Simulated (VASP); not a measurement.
Wanted: the native input for a VASP 6.6.1 run.

```yaml
Task: single point
Functional: PBEsol
Potentials_or_basis: VASP PAW PBE potentials, release 64 (Mg_sv, O)
Cutoff: 840 eV
k_mesh: 12 × 12 × 12
Occupations: gaussian, width 0.05 eV
Spin: no spin polarisation
Dipole_correction: no
Further_INCAR_settings: ALGO = Normal; EDIFF = 1e-06; NBANDS = 18
```

The structure of MgO2 lies in POSCAR:

```
MgO2
1.0
    1.5566181855      0.8987139284      3.5463885580
   -1.5566181855      0.8987139284      3.5463885580
    0.0000000000     -1.7974278569      3.5463885580
Mg O
1 2
Direct
    0.0000000000      0.0000000000      0.0000000000
    0.4287860000      0.4287860000      0.4287860000
    0.5712140000      0.5712140000      0.5712140000
```

This cell differs from its parent crystal: strain -0.030 along x and y, +0.015 along z.

One way to write it, as run:

INCAR

```
SYSTEM = MgO2
ALGO     = Normal         ! electronic algorithm
EDIFF    = 1E-6           ! SCF threshold, eV
ENCUT    = 840            ! plane-wave cutoff, eV
GGA      = PS             ! functional
GGA_COMPAT= .False.      
ISIF     = 2              ! what is computed and relaxed
ISMEAR   = 0              ! smearing method
LASPH    = .True.         ! aspherical terms in the spheres
LCHARG   = .True.         ! write CHGCAR
LELF     = .True.         ! ELF
LREAL    = .False.        ! projectors in reciprocal space
LVHAR    = .True.       
LWAVE    = .False.        ! write WAVECAR
NBANDS   = 18             ! bands
NELM     = 120            ! most SCF steps
PREC     = Accurate       ! precision mode
SIGMA    = 0.05           ! smearing width, eV
```

KPOINTS

```
k-points
0
Gamma
  12 12 12
  0 0 0
```

Potentials or basis: VASP PAW PBE potentials, release 64 (Mg_sv, O).

Run with:

```sh
$ cat potpaw_PBE.64/Mg_sv/POTCAR potpaw_PBE.64/O/POTCAR > POTCAR
$ mpirun -np 1 vasp_std > vasp.out
```

It gave:

```yaml
Pressure: -0.7 GPa
Largest_force: 0.935 eV/Å
Band_gap_on_the_k_mesh: 1.81 eV
```

Caveat: the cell differs from its parent crystal (strain -0.030 along x and y, +0.015 along z); the stress differs along the axes, from -12 to 5 GPa; the PAW data sets were made with another functional, which shifts forces and pressure a little.

Wall time 4.1 min on 1 thread of Intel(R) Xeon(R) Platinum 8488C (Sapphire Rapids), with other jobs on the host, peak memory 0.36 GiB.
